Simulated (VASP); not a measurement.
A run of VASP 6.6.1:

INCAR

```
SYSTEM = Pd
ALGO     = Fast           ! electronic algorithm
EDIFF    = 1E-6           ! SCF threshold, eV
ENCUT    = 520            ! plane-wave cutoff, eV
GGA      = PE             ! functional
ISIF     = 2              ! what is computed and relaxed
ISMEAR   = 0              ! smearing method
LASPH    = .TRUE.         ! aspherical terms in the spheres
LCHARG   = .FALSE.        ! write CHGCAR
LREAL    = .FALSE.        ! projectors in reciprocal space
LWAVE    = .FALSE.        ! write WAVECAR
NBANDS   = 11             ! bands
NELM     = 80             ! most SCF steps
PREC     = Accurate       ! precision mode
SIGMA    = 0.15           ! smearing width, eV
```

The input KPOINTS:

```
k-points
0
G
  20 20 20
  0 0 0
```

The input POSCAR:

```
Pd
1.0
    0.0340357500      1.9449000000      1.9449000000
    1.9789357500      0.0000000000      1.9789357500
    1.9449000000      1.9449000000      0.0340357500
Pd
1
Direct
    0.0000000000      0.0000000000      0.0000000000
```

Potentials or basis: VASP PAW PBE potentials, release 64 (Pd).

Launch:

```console
$ cat potpaw_PBE.64/Pd/POTCAR > POTCAR
$ mpirun -np 1 vasp_std > vasp.out
```

Hardware: 1 thread of Intel(R) Xeon(R) Platinum 8488C (Sapphire Rapids), on a shared host.

**Question.** Estimate the wall time of this run.

**Answer.** Wall time 110 s on 1 thread of Intel(R) Xeon(R) Platinum 8488C (Sapphire Rapids), on a shared host, peak memory 0.29 GiB. Counts: scf iterations 12, k points 1166.
